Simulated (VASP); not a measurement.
A run of VASP 6.6.1:

INCAR

```
SYSTEM = Al
ALGO = Normal
DIPOL = 0.5 0.5 0.500
EDIFF = 1E-6
ENCUT = 400
GGA = PE
GGA_COMPAT = .False.
IDIPOL = 3
ISIF = 2
ISMEAR = 0
LASPH = .True.
LCHARG = .False.
LDIPOL = .True.
LREAL = .False.
LWAVE = .False.
NBANDS = 10
NELM = 120
NELMDL = -8
PREC = Accurate
SIGMA = 0.1
```

The input KPOINTS:

```
k-points
0
Gamma
  9 9 1
  0 0 0
```

The input POSCAR:

```
Al
1.0
    3.8591726213      0.0000000000      0.0000000000
    0.0000000000      3.8591726213      0.0000000000
    0.0000000000      0.0000000000     15.0000000000
Al
2
Direct
    0.5000000000      0.0000000000      0.5000000000
    0.0000000000      0.5000000000      0.5000000000
```

Potentials or basis: VASP PAW PBE potentials, release 64 (Al).

Launch:

```sh
$ cat potpaw_PBE.64/Al/POTCAR > POTCAR
$ mpirun -np 1 vasp_std > vasp.out
```

Hardware: 1 thread of AMD EPYC 7R43 64-Core Processor (Zen 3) (shared host).

Q: How long does it take, and how much memory?

A: Wall time 26 s on 1 thread of AMD EPYC 7R43 64-Core Processor (Zen 3), with other jobs on the host, peak memory 0.21 GiB. Counts: scf iterations 21, k points 15.
